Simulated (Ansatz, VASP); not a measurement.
Ta2N in VASP and in Ansatz

```
Ta N
1.0
     5.23241    0.00000    0.00000
    -2.61620    4.53140    0.00000
     0.00000    0.00000    4.87680
Ta N
6 3
Direct
  0.66675 0.66675 0.75281
  0.00000 0.33325 0.75281
  0.33325 0.00000 0.75281
  0.33325 0.33325 0.24719
  0.00000 0.66675 0.24719
  0.66675 0.00000 0.24719
  0.66667 0.33333 0.50000
  0.33333 0.66667 0.50000
  0.00000 0.00000 0.00000
```

Alike in both runs: functional LDA; k mesh 6 × 6 × 4; occupations gaussian, width 0.1 eV; no spin polarisation.

Ansatz relaxed the structure, and its values are those at the end. VASP's run is a single point on that final structure, the one shown.

```csv
,VASP,Ansatz
version,VASP 6.6.1,Ansatz 0.2.0
potentials or method,"VASP PAW LDA potentials, release 64 (Ta_pv, N), cutoff 520 eV","scalar-relativistic, plane waves, PAW"
valence electrons in the cell,81,93
```

VASP gave:

| Property | Result |
| --- | --- |
| gap on the k mesh at the Fermi level (eV) | none |
| pressure (GPa) | 1.5 |
| rms of the force components (eV/Å) | 0.013 |

Q: What did Ansatz give for the same quantities?

A: gap on the k mesh at the Fermi level (eV): none; pressure (GPa): -0.1; rms of the force components (eV/Å): 0.010.

Ansatz warns that its potentials were made for another functional, while VASP's fit it. LDA's correlation is that of Perdew and Zunger in VASP and of Perdew and Wang (1992) in Ansatz. A gap of «none» marks a metal or a gap that the smearing closes. VASP's potentials hold 81 valence electrons a cell and Ansatz's 93, so a difference there can come from the potentials and not from the codes.

Neither program's run includes spin-orbit coupling.
